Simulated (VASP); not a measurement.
Here is a VASP 6.6.1 calculation.

File INCAR:

```
PREC     = Accurate       # precision mode
ENCUT    = 520            # plane-wave cutoff, eV
EDIFF    = 1E-6           # SCF threshold, eV
ISMEAR   = 0              # smearing method
SIGMA    = 0.1            # smearing width, eV
LREAL    = False          # projectors in reciprocal space
LASPH    = True           # aspherical terms in the spheres
NELM     = 80             # most SCF steps
ALGO     = Normal         # electronic algorithm
ISIF     = 2              # what is computed and relaxed
LWAVE    = False          # write WAVECAR
LCHARG   = False          # write CHGCAR
GGA      = PE             # functional
NBANDS   = 21             # bands
```

The input KPOINTS:

```
Automatic mesh
0
Gamma
  14 14 14
```

File POSCAR:

```
Ge
1.0
    0.0000000000      2.4463664046      2.4463664046
    2.4463664046      0.0000000000      2.4463664046
    2.4463664046      2.4463664046      0.0000000000
Ge
2
Direct
    0.5000000000      0.5000000000      0.5000000000
    0.7500000000      0.7500000000      0.7500000000
```

Potentials or basis: VASP PAW PBE potentials, release 64 (Ge_d).

Run with:

```bash
$ cat potpaw_PBE.64/Ge_d/POTCAR > POTCAR
$ mpirun -np 1 vasp_std > vasp.out
```

(1) Estimate the band gap on the k mesh.

(2) Predict the pressure.

Results:

(1) zero (band 14 reaches 10.45 eV, above the bottom of band 15 at 10.07 eV).

(2) 89.8 GPa.
